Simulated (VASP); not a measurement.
Here is a VASP 6.6.1 calculation.

Contents of INCAR:

```
PREC = Accurate ; ENCUT = 520
EDIFF = 1E-7 ; ISMEAR = -1
SIGMA = 0.1 ; LREAL = False
LASPH = True ; NELM = 100
ALGO = Normal ; ISIF = 2
LWAVE = False ; LCHARG = True
GGA = PE ; LELF = True
LVHAR = True ; NBANDS = 25
```

File KPOINTS:

```
Automatic mesh
0
Gamma
  10 10 15
```

The input POSCAR:

```
Cr
1.0
    4.1764951678      0.0000000000      0.0000000000
   -2.0882475839      3.6169509141      0.0000000000
    0.0000000000      0.0000000000      2.2594714175
Cr
3
Direct
    1.0000000000      0.0000000000      0.0000000000
    0.3333333333      0.6666666667      0.5000000000
    0.6666666667      0.3333333333      0.5000000000
```

Potentials or basis: VASP PAW PBE potentials, release 64 (Cr_pv).

Run with:

```sh
$ cat potpaw_PBE.64/Cr_pv/POTCAR > POTCAR
$ mpirun -np 1 vasp_std > vasp.out
```

Task: What does it give for the pressure?

Result: 10.2 GPa.

Task: What does it give for the band gap on the k mesh?

Result: Zero (bands 18 and 19 overlap by 0.85 eV).

Stress tensor (GPa, compression positive):
```
 9.72  0.00  0.00
 0.00  9.72  0.00
 0.00  0.00 11.22
```

Caveat: the cell stands under pressure; the run has no spin polarisation, though such a crystal can be magnetic. Spin polarisation is off, so any magnetic state and its effect on volume and gap are missing.
